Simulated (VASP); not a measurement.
# V (P6/mmm) in VASP: single point with r2SCAN

Aim: the single point of V with r2SCAN.

Everything below comes from runs of VASP 6.6.1. Logs are shortened: lines on timing, memory, paths and dates and some standing lists are left out, and cuts for length are marked.

## (1) The cell of the first run

The structure is hexagonal, space group P6/mmm (No. 191). The conventional cell has a = 4.376 Å, b = 4.376 Å, c = 2.339 Å, α = 90.00°, β = 90.00°, γ = 120.00°. V (site symmetry 6/mmm) has 14 V at 2.34 to 2.78 Å within 3.1 Å. Within 3.1 Å of V (site symmetry -6m2) lie 11 V at 2.34 to 2.78 Å.

This isn't the form of V at room conditions, which is bcc.

## (2) Single point, r2SCAN, collinear spin, ferromagnetic start (12.93 Å³/atom)

POSCAR

```
V
1.0
    4.3764620595      0.0000000000      0.0000000000
   -2.1882310298      3.7901273223      0.0000000000
    0.0000000000      0.0000000000      2.3385085095
V
3
Direct
    1.0000000000      0.0000000000      0.0000000000
    0.3333333333      0.6666666667      0.5000000000
    0.6666666667      0.3333333333      0.5000000000
```

INCAR.step1

```
ALGO = Normal
EDIFF = 1E-4
ENCUT = 520
GGA = PE
ISMEAR = -1
ISPIN = 2
LASPH = T
LCHARG = F
LMAXMIX = 4
LREAL = F
LWAVE = T
MAGMOM = 1 1 1
NBANDS = 30
NELM = 150
PREC = Accurate
SIGMA = 0.05
```

INCAR.step2

```
ALGO = Normal
EDIFF = 1E-6
ENCUT = 520
ISIF = 2
ISMEAR = -1
ISPIN = 2
ISTART = 1
LASPH = T
LCHARG = F
LMAXMIX = 4
LMIXTAU = T
LORBIT = 11
LREAL = F
LWAVE = F
MAGMOM = 1 1 1
METAGGA = R2SCAN
NBANDS = 30
NELM = 150
PREC = Accurate
SIGMA = 0.05
```

KPOINTS

```
k-points
0
Gamma
  11 11 17
```

Potentials or basis: VASP PAW PBE potentials, release 64 (V_sv).

The run is started by

```console
> cat potpaw_PBE.64/V_sv/POTCAR > POTCAR
> cp INCAR.step1 INCAR
> mpirun -np 1 vasp_std > vasp.out
> cp INCAR.step2 INCAR
> mpirun -np 1 vasp_std > vasp.out
```

OUTCAR:

```text
EDIFF = 1E-6
   ENCUT = 520
   ISIF = 2
   ISMEAR = -1
   ISPIN = 2
   ISTART = 1
   LASPH = T
   LORBIT = 11
   LREAL = F
   METAGGA = R2SCAN
   NELM = 150
   PREC = Accurate

 ion  position               nearest neighbor table
   1  0.000  0.000  0.000-   2 2.78   3 2.78   2 2.78   3 2.78   3 2.78   3 2.78   2 2.78   2 2.78
                             3 2.78   3 2.78   2 2.78   2 2.78
   2  0.333  0.667  0.500-   3 2.53   3 2.53   3 2.53   1 2.78   1 2.78   1 2.78   1 2.78   1 2.78
                             1 2.78
   3  0.667  0.333  0.500-   2 2.53   2 2.53   2 2.53   1 2.78   1 2.78   1 2.78   1 2.78   1 2.78
                             1 2.78

  LATTYP: Found a hexagonal cell.
 ALAT       =     4.3764620595
 C/A-ratio  =     0.5343376631

  Lattice vectors:

 A1 = (   4.3764620595,   0.0000000000,   0.0000000000)
 A2 = (  -2.1882310298,   3.7901273223,   0.0000000000)
 A3 = (   0.0000000000,   0.0000000000,   2.3385085095)

Analysis of symmetry for initial positions (statically):
=====================================================================
 Subroutine PRICEL returns:
 Original cell was already a primitive cell.

 Routine SETGRP: Setting up the symmetry group for a
 hexagonal supercell.

 Subroutine GETGRP returns: Found 24 space group operations
 (whereof 24 operations were pure point group operations)
 out of a pool of 24 trial point group operations.

The static configuration has the point symmetry D_6h.

Analysis of symmetry for dynamics (positions and initial velocities):
=====================================================================
 Subroutine PRICEL returns:
 Original cell was already a primitive cell.

 Routine SETGRP: Setting up the symmetry group for a
 hexagonal supercell.

 Subroutine GETGRP returns: Found 24 space group operations
 (whereof 24 operations were pure point group operations)
 out of a pool of 24 trial point group operations.

The dynamic configuration has the point symmetry D_6h.

Analysis of structural, dynamic, and magnetic symmetry:
=====================================================================
 Subroutine PRICEL returns:
 Original cell was already a primitive cell.

 Routine SETGRP: Setting up the symmetry group for a
 hexagonal supercell.

 Subroutine GETGRP returns: Found 24 space group operations
 (whereof 24 operations were pure point group operations)
 out of a pool of 24 trial point group operations.

The overall configuration has the point symmetry D_6h.

 Subroutine INISYM returns: Found 24 space group operations
 (whereof 24 operations are pure point group operations),
 and found     1 'primitive' translations

----------------------------------------------------------------------------------------

                                     Primitive cell

  volume of cell :      38.7897

  direct lattice vectors                    reciprocal lattice vectors
     4.376462059  0.000000000  0.000000000     0.228495069  0.131921690  0.000000000
    -2.188231030  3.790127322  0.000000000     0.000000000  0.263843379  0.000000000
     0.000000000  0.000000000  2.338508509     0.000000000  0.000000000  0.427622990

  length of vectors
     4.376462059  4.376462060  2.338508509     0.263843379  0.263843379  0.427622990

  position of ions in fractional coordinates (direct lattice)
     0.000000000  0.000000000  0.000000000
     0.333333333  0.666666667  0.500000000
     0.666666667  0.333333333  0.500000000

  ion indices of the primitive-cell ions
   primitive index   ion index
                 1           1
                 2           2
                 3           3

----------------------------------------------------------------------------------------

 KPOINTS: k-points

Automatic generation of k-mesh.
 Grid dimensions read from file:
 generate k-points for:   11   11   17

 Generating k-lattice:

  Cartesian coordinates                     Fractional coordinates (reciprocal lattice)
     0.020772279  0.011992881  0.000000000     0.090909091 -0.000000000  0.000000000
     0.000000000  0.023985762  0.000000000     0.000000000  0.090909091  0.000000000
     0.000000000  0.000000000  0.025154294     0.000000000  0.000000000  0.058823529

  Length of vectors
     0.023985762  0.023985762  0.025154294

  Shift w.r.t. Gamma in fractional coordinates (k-lattice)
     0.000000000  0.000000000  0.000000000

 Subroutine IBZKPT returns following result:
 ===========================================

 Found    144 irreducible k-points:

 Following reciprocal coordinates:
            Coordinates               Weight
  0.000000  0.000000  0.000000      1.000000
  0.090909  0.000000  0.000000      6.000000
  0.181818  0.000000  0.000000      6.000000
  0.272727  0.000000  0.000000      6.000000
  0.363636  0.000000  0.000000      6.000000
  0.454545  0.000000  0.000000      6.000000
[... 16 lines left out ...]
  0.090909  0.090909  0.058824     12.000000
  0.181818  0.090909  0.058824     24.000000
 [... further k-points ...]
   k-points           NKPTS =    144   k-points in BZ     NKDIM =    144   number of bands    NBANDS=     30
   number of dos      NEDOS =    301   number of ions     NIONS =      3
   total plane-waves  NPLWV =  23328
   dimension x,y,z NGX =    36 NGY =   36 NGZ =   18
   dimension x,y,z NGXF=    72 NGYF=   72 NGZF=   36
   ions per type =               3
   NGX,Y,Z   is equivalent  to a cutoff of  13.68, 13.68, 12.80 a.u.
   NGXF,Y,Z  is equivalent  to a cutoff of  27.35, 27.35, 25.59 a.u.
 SYSTEM =  unknown system
   PREC   = accura    normal or accurate (medium, high low for compatibility)
   ISTART =      1    job   : 0-new  1-cont  2-samecut
   ICHARG =      0    charge: 1-file 2-atom 10-const
   ISPIN  =      2    spin polarized calculation?
   LNONCOLLINEAR =      F non collinear calculations
   LSORBIT =      F    spin-orbit coupling
   LASPH  =      T    aspherical Exc in radial PAW
   ENCUT  =  520.0 eV  38.22 Ry    6.18 a.u.   8.14  8.14  4.35*2*pi/ulx,y,z
   NELM   =    150;   NELMIN=  2; NELMDL=  0     # of ELM steps
   EDIFF  = 0.1E-05   stopping-criterion for ELM
   LREAL  =      F    real-space projection
   EDIFFG = 0.1E-04   stopping-criterion for IOM
   NSW    =      0    number of steps for IOM
   IBRION =     -1    ionic relax: 0-MD 1-quasi-New 2-CG
   NFREE  =      0    steps in history (QN), initial steepest desc. (CG)
   ISIF   =      2    stress and relaxation
   ISYM   =      2    0-nonsym 1-usesym 2-fastsym
   POTIM  = 0.5000    time-step for ionic-motion
   TEBEG  =    0.0;   TEEND  =   0.0 temperature during run
   PSTRESS=    0.0 pullay stress
   NELECT =      39.0000    total number of electrons
   NUPDOWN=      -1.0000    fix difference up-down
   EMIN   =  10.00;   EMAX   =-10.00  energy-range for DOS
   EFERMI =   0.00;   METHOD = LEGACY
   ISMEAR =    -1;   SIGMA  =   0.05  broadening in eV -4-tet -1-fermi 0-gaus
   EFERMI_NEDOS =   21; number of points for ismear=-14 and -15
   IALGO  =     38    algorithm
   IMIX   =      4    mixing-type and parameters
     AMIX     =   0.40;   BMIX     =  1.00
     AMIX_MAG =   1.60;   BMIX_MAG =  1.00
  volume/ion in A,a.u.               =      12.93        87.26
  Fermi-wavevector in a.u.,A,eV,Ry     =   1.640052  3.099250 36.596568  2.689772
  Thomas-Fermi vector in A             =   2.730755
   LORBIT       =     11    0 simple, 1 ext, 2 COOP (PROOUT), +10 PAW based schemes
   METAGGA = R2SCAN    functional components
   LHFCALC =     F    Hartree Fock is set to
   AEXX    =    0.0000 exact exchange contribution
   IVDW    =     0    specifies the selected vdW correction
   LEPSILON=     F    determine dielectric tensor
   LRPA    =     F    only Hartree local field effects (RPA)
 spin polarized calculation
  energy-cutoff  :      520.00
  volume of cell :       38.79
 maximum number of plane-waves:      1059
 NGX is ok and might be reduce to    36
   NGX = 17   NGY = 17   NGZ =  9

 number of electron      39.0000012 magnetization       0.0000010

 number of electron      39.0000012 magnetization      -0.0000002

 Free energy of the ion-electron system (eV)
  ---------------------------------------------------
  ext. energy  EPLUGINS =         0.00000000
  ---------------------------------------------------
  free energy    TOTEN  =       -42.01254270 eV

  energy without entropy =      -41.98441116  energy(sigma->0) =      -41.99847693

 E-fermi :  10.4071     XC(G=0): -14.2815

 val. band max:       10.3988700326   @ k =   0.2727   0.0909   0.1765
 cond. band min:      10.4147563170   @ k =   0.1818   0.1818   0.1765
 fundamental gap:      0.0158862845
 Fermi energy:        10.4070842912

 spin component 1

 k-point     1 :       0.0000    0.0000    0.0000
  band No.  band energies     occupation
      1     -56.1213      1.00000
      2     -55.9344      1.00000
      3     -55.8842      1.00000
      4     -28.9954      1.00000
      5     -28.9954      1.00000
      6     -28.8595      1.00000
[... 22 lines left out ...]
     29      18.8326      0.00000
     30      18.8327      0.00000
[... 728 lines left out ...]
  band No.  band energies     occupation
      1     -56.0783      1.00000
      2     -55.9391      1.00000
      3     -55.8973      1.00000
      4     -29.1114      1.00000
      5     -29.0543      1.00000
      6     -28.6673      1.00000
[... 22 lines left out ...]
     29      15.8090      0.00000
     30      16.0222      0.00000

 [... further k-points ...]

 spin component 2

 k-point     1 :       0.0000    0.0000    0.0000
  band No.  band energies     occupation
      1     -56.1213      1.00000
      2     -55.9344      1.00000
      3     -55.8842      1.00000
      4     -28.9954      1.00000
      5     -28.9954      1.00000
      6     -28.8595      1.00000
[... 22 lines left out ...]
     29      18.8326      0.00000
     30      18.8327      0.00000
[... 728 lines left out ...]
  band No.  band energies     occupation
      1     -56.0783      1.00000
      2     -55.9391      1.00000
      3     -55.8973      1.00000
      4     -29.1114      1.00000
      5     -29.0543      1.00000
      6     -28.6673      1.00000
[... 22 lines left out ...]
     29      15.8090      0.00000
     30      16.0222      0.00000

 [... further k-points ...]
[... 5 lines left out ...]
  --------------------------------------------------------------------------------------
  -------------------------------------------------------------------------------------
  Total        2.0682278      2.0682278      2.3681200     -0.0000000     -0.0000000      0.0000000
  in kB       85.4265811     85.4265811     97.8134020     -0.0000000     -0.0000000      0.0000000
  external PRESSURE =      89.5555214 kB  Pullay stress =       0.0000000 kB

 VOLUME and BASIS-vectors are now :
 -----------------------------------------------------------------------------
  energy-cutoff  :      520.00
  volume of cell :       38.79
      direct lattice vectors                 reciprocal lattice vectors
     4.376462059  0.000000000  0.000000000     0.228495069  0.131921690  0.000000000
    -2.188231030  3.790127322  0.000000000     0.000000000  0.263843379  0.000000000
     0.000000000  0.000000000  2.338508509     0.000000000  0.000000000  0.427622990

 POSITION                                       TOTAL-FORCE (eV/Angst)
 -----------------------------------------------------------------------------------
      0.00000      0.00000      0.00000        -0.000000      0.000000     -0.000000
     -0.00000      2.52675      1.16925         0.000000      0.000000      0.000000
      2.18823      1.26338      1.16925        -0.000000      0.000000     -0.000000
 -----------------------------------------------------------------------------------
    total drift:                                0.000000      0.000000     -0.000000

  FREE ENERGIE OF THE ION-ELECTRON SYSTEM (eV)
  ---------------------------------------------------
  free  energy   TOTEN  =       -42.0125426982 eV

  energy  without entropy=      -41.9844111614  energy(sigma->0) =      -41.99847693

 total charge

# of ion       s       p       d       tot
------------------------------------------
    1        2.347   6.267   3.078  11.692
    2        2.352   6.242   3.159  11.752
    3        2.352   6.242   3.159  11.752
--------------------------------------------------
tot          7.051  18.750   9.395  35.197

 magnetization (x)

# of ion       s       p       d       tot
------------------------------------------
    1        0.000   0.000   0.000   0.000
    2       -0.000  -0.000  -0.000  -0.000
    3       -0.000  -0.000  -0.000  -0.000
--------------------------------------------------
tot          0.000   0.000  -0.000  -0.000
```

Wall time 15 min (1 thread of Intel Xeon 8259CL, shared host); peak memory 0.35 GiB.

Results:

- Free energy: -42.0125 eV
- Pressure: 9.0 GPa
- Net moment: 0.00 μB per cell
- Valence electrons inside the program's atomic spheres: V 11.69, 11.75 (each value once)

Levels at points of the mesh, in eV from the Fermi level:
Spin up:
| k point | band 17 | band 18 | band 19 | band 20 | band 21 | band 22 |
| --- | --- | --- | --- | --- | --- | --- |
| (0.00, 0.00, 0.00) | -1.55 | -1.55 | -1.53 | -1.01 | 0.61 | 0.61 |
Spin down:
```
           k point  band 15  band 16  band 17  band 18  band 19  band 20  band 21  band 22  band 23  band 24
(0.00, 0.00, 0.00)    -1.60    -1.60    -1.55    -1.55    -1.53    -1.01     0.61     0.61     2.76     2.76
```

Caveat: the cell stands under pressure; the moments typed at the start vanished in this run; the PAW data sets were made with another functional, which shifts forces and pressure a little.
